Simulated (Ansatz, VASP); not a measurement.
# C in VASP and in Ansatz

```xyz
4
Lattice="2.4657 0.0000 0.0000 -1.2329 2.1354 0.0000 0.0000 0.0000 17.5000" Properties=species:S:1:pos:R:3 pbc="T T T"
C     0.0000    1.4236    4.5000
C     1.2329    0.7118    4.5000
C     1.2329    0.7118    7.2100
C     0.0000    1.4236    7.2100
```

Alike in both runs: task single point; functional PBE; dispersion D3(BJ); k mesh 15 × 15 × 1; occupations gaussian, width 0.1 eV; no spin polarisation.

|  | VASP | Ansatz |
| --- | --- | --- |
| version | VASP 6.6.1 | Ansatz 0.2.0 |
| potentials or method | VASP PAW PBE potentials, release 64 (C), cutoff 520 eV | scalar-relativistic, plane waves, PAW |
| valence electrons in the cell | 16 | 16 |

|  | VASP | Ansatz | Ansatz less VASP |
| --- | --- | --- | --- |
| gap on the k mesh at the Fermi level (eV) | 0.08 | 0.08 | +0.002 |
| least direct gap on the mesh (eV) | 0.08 | 0.08 | +0.002 |
| rms of the force components (eV/Å) | 0.421 | 0.420 | -0.0001 |

Atom by atom the forces differ by 0.000 eV/Å (rms over components).
